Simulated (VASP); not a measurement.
A run of VASP 6.6.1 is set up as follows.

Contents of INCAR:

```
  PREC = Accurate
  ENCUT = 520
  EDIFF = 1E-6
  ISMEAR = 0
  SIGMA = 0.15
  LREAL = False
  LASPH = True
  NELM = 60
  ALGO = Normal
  ISIF = 2
  LWAVE = False
  LCHARG = False
  GGA = PE
  NBANDS = 24
```

KPOINTS

```
regular mesh
0
Gamma
  18 18 10
```

POSCAR

```
TaN
1.0
    3.0500010905      0.0000000000      0.0000000000
   -1.5250005453      2.6413784260      0.0000000000
    0.0000000000      0.0000000000      4.7918000000
Ta N
2 2
Direct
    0.3333333333      0.6666666667      0.0000000000
    0.6666666667      0.3333333333      0.5000000000
    0.3333333333      0.6666666667      0.3850000000
    0.6666666667      0.3333333333      0.8850000000
```

Potentials or basis: VASP PAW PBE potentials, release 64 (Ta_pv, N).

Run with:

```bash
$ cat potpaw_PBE.64/Ta_pv/POTCAR potpaw_PBE.64/N/POTCAR > POTCAR
$ mpirun -np 1 vasp_std > vasp.out
```

Q: Estimate the largest force.

A: 0.657 eV/Å.

Q: What does it give for the pressure?

A: 162.4 GPa.

Stress tensor (GPa, compression positive):
```
165.82   0.00   0.00
  0.00 165.82   0.00
  0.00   0.00 155.47
```

Caveat: the cell differs from its parent crystal (strain -0.0300 x Voigt [0, 0, 1, 0, 0, 0]).
